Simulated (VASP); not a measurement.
A run of VASP 6.6.1 is set up as follows.

File INCAR:

```
SYSTEM = As
PREC = Accurate
ENCUT = 520
EDIFF = 1E-6
ISMEAR = -1
SIGMA = 0.05
LREAL = .False.
LASPH = .True.
NELM = 100
ALGO = Normal
ISIF = 2
LWAVE = .False.
LCHARG = .False.
GGA = PE
NBANDS = 12
```

KPOINTS

```
Automatic mesh
0
Gamma
  9 9 9
  0 0 0
```

Contents of POSCAR:

```
As
1.0
    1.9037978349      1.0991581924      3.6045211398
   -1.9037978349      1.0991581924      3.6045211398
    0.0000000000     -2.1983163849      3.6045211397
As
2
Direct
    0.2263270704      0.2263270704      0.2263270704
    0.7736729296      0.7736729296      0.7736729296
```

Potentials or basis: VASP PAW PBE potentials, release 64 (As).

Run with:

```sh
$ cat potpaw_PBE.64/As/POTCAR > POTCAR
$ mpirun -np 1 vasp_std > vasp.out
```

Problem. Estimate the pressure.

Solution. 0.3 GPa.

Problem. What does it give for the band gap on the k mesh?

Solution. Zero (band 5 reaches 5.01 eV, above the bottom of band 6 at 4.83 eV).

Problem. What does it give for the largest force?

Solution. 0.051 eV/Å.

Stress tensor (GPa, compression positive):
```
0.29 0.00 0.00
0.00 0.29 0.00
0.00 0.00 0.19
```
